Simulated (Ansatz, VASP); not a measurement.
**Si2W in VASP and in Ansatz**

The input INCAR:

```
SYSTEM = Si2W
  PREC = Accurate
  ENCUT = 520
  EDIFF = 1E-6
  ISMEAR = 1
  SIGMA = 0.1
  LREAL = .FALSE.
  LASPH = .TRUE.
  NELM = 60
  ALGO = Normal
  ISIF = 2
  LWAVE = .FALSE.
  LCHARG = .FALSE.
  NBANDS = 18
```

The input KPOINTS:

```
Automatic mesh
0
G
  13 13 13
  0 0 0
```

File POSCAR:

```
Si2W
1.0
   -1.6349737841      1.6349737841      3.9833472003
    1.6349737841     -1.6349737841      3.9833472003
    1.6349737841      1.6349737841     -3.9833472003
Si W
2 1
Direct
    0.3347000000      0.3347000000      0.0000000000
    0.6653000000      0.6653000000      0.0000000000
    0.0000000000      0.0000000000      0.0000000000
```

Input for Ansatz:

```yaml
crystal:
  lattice:
    - [-1.6349737841186531, 1.6349737841186531, 3.983347200283354]
    - [1.6349737841186531, -1.6349737841186531, 3.983347200283354]
    - [1.6349737841186531, 1.6349737841186531, -3.983347200283354]
  atoms:
    - { symbol: Si, position: [0.3347, 0.3347, 0.0] }
    - { symbol: Si, position: [0.6653, 0.6653, 0.0] }
    - { symbol: W, position: [0.0, 0.0, 0.0] }
basis:
  ecutwfc: 420.0
kpoints:
  mp_grid:
    grid: [13, 13, 13]
hamiltonian:
  xc: lda
  pseudopotentials:
    kind: paw
scf:
  occupations:
    method: cold
    width: 0.1
output:
  stress: true
```

Alike in both runs: task single point; functional LDA; k mesh 13 × 13 × 13; no spin polarisation.

|  | VASP | Ansatz |
| --- | --- | --- |
| version | VASP 6.6.1 | Ansatz 0.2.0 |
| potentials or method | VASP PAW LDA potentials, release 64 (Si, W_sv), cutoff 520 eV | plane waves, PAW |
| occupations | methfessel-paxton of order 1, width 0.1 eV | cold, width 0.1 eV |
| valence electrons in the cell | 22 | 22 |

```tsv
	VASP	Ansatz	Ansatz less VASP
pressure (GPa)	-15.2	-15.8	-0.56
traceless stress, the component that is largest in VASP (GPa)	-0.91	-0.98	-0.067
```

LDA's correlation is that of Perdew and Zunger in VASP and of Perdew and Wang (1992) in Ansatz.

Neither program's run includes spin-orbit coupling.
